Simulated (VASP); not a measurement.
Input of a VASP 6.6.1 run:

The input INCAR:

```
SYSTEM = Ga
PREC     = Accurate       ! precision mode
ENCUT    = 520            ! plane-wave cutoff, eV
EDIFF    = 1E-7           ! SCF threshold, eV
ISMEAR   = -1             ! smearing method
SIGMA    = 0.08           ! smearing width, eV
LREAL    = .FALSE.        ! projectors in reciprocal space
LASPH    = .TRUE.         ! aspherical terms in the spheres
NELM     = 60             ! most SCF steps
ALGO     = Normal         ! electronic algorithm
ISIF     = 2              ! what is computed and relaxed
LWAVE    = .FALSE.        ! write WAVECAR
LCHARG   = .FALSE.        ! write CHGCAR
GGA      = PE             ! functional
NBANDS   = 20             ! bands
```

KPOINTS

```
Automatic mesh
0
G
  12 12 10
  0 0 0
```

Contents of POSCAR:

```
Ga
1.0
    1.5109750000     -4.0867500000      0.0392250000
    1.3890250000      4.0432500000     -0.0827250000
   -0.0475500000     -0.0475500000      3.1700000000
Ga
2
Direct
    0.8670000000      0.1330000000      0.2500000000
    0.1330000000      0.8670000000      0.7500000000
```

Potentials or basis: VASP PAW PBE potentials, release 64 (Ga_d).

The run is started by

```sh
$ cat potpaw_PBE.64/Ga_d/POTCAR > POTCAR
$ mpirun -np 1 vasp_std > vasp.out
```

(1) Predict the pressure.

(2) Estimate the largest force.

Results:

(1) 1.9 GPa.

(2) 0.197 eV/Å.

Caveat: the cell differs from its parent crystal (equal xy, yz and zx shear strains of -3 %).
